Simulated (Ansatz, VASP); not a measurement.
Two plane-wave programs on K

Contents of INCAR:

```
ALGO = Normal ; EDIFF = 1E-7
ENCUT = 520 ; GGA = PE
ISIF = 2 ; ISMEAR = 0
LASPH = True ; LCHARG = False
LREAL = False ; LWAVE = False
NBANDS = 10 ; NELM = 60
PREC = Accurate ; SIGMA = 0.15
```

KPOINTS

```
k-points
0
Gamma
  14 14 14
```

Contents of POSCAR:

```
K
1.0
   -2.4871000000      2.4871000000      2.4871000000
    2.4871000000     -2.4871000000      2.4871000000
    2.4871000000      2.4871000000     -2.4871000000
K
1
Direct
    0.0000000000      0.0000000000      0.0000000000
```

Input for Ansatz:

```yaml
crystal:
  lattice:
    - [-2.4871, 2.4871, 2.4871]
    - [2.4871, -2.4871, 2.4871]
    - [2.4871, 2.4871, -2.4871]
  atoms:
    - { symbol: K, position: [0.0, 0.0, 0.0] }
basis:
  ecutwfc: 420
kpoints:
  mp_grid: { grid: [14, 14, 14] }
hamiltonian:
  xc: pbe
scf:
  occupations: { method: gaussian, width: 0.15 }
output:
  forces: true
  stress: true
  eigenvalues: true
  write_density: true
  write_potential: true
  elf: true
  volumetric_format: npy
```

Change from the starting cell: strain -0.050 along x and y, -0.050 along z, atoms carried along.

Alike in both runs: task single point; functional PBE; k mesh 14 × 14 × 14; occupations gaussian, width 0.15 eV; no spin polarisation.

|  | VASP | Ansatz |
| --- | --- | --- |
| version | VASP 6.6.1 | Ansatz 0.2.0 |
| potentials or method | VASP PAW PBE potentials, release 64 (K_sv), cutoff 520 eV | scalar-relativistic, plane waves, PAW |
| valence electrons in the cell | 9 | 9 |

|  | VASP | Ansatz | Ansatz less VASP |
| --- | --- | --- | --- |
| gap on the k mesh at the Fermi level (eV) | none | none | - |
| pressure (GPa) | 0.9 | 0.9 | +0.01 |

A gap of «none» marks a metal or a gap that the smearing closes.
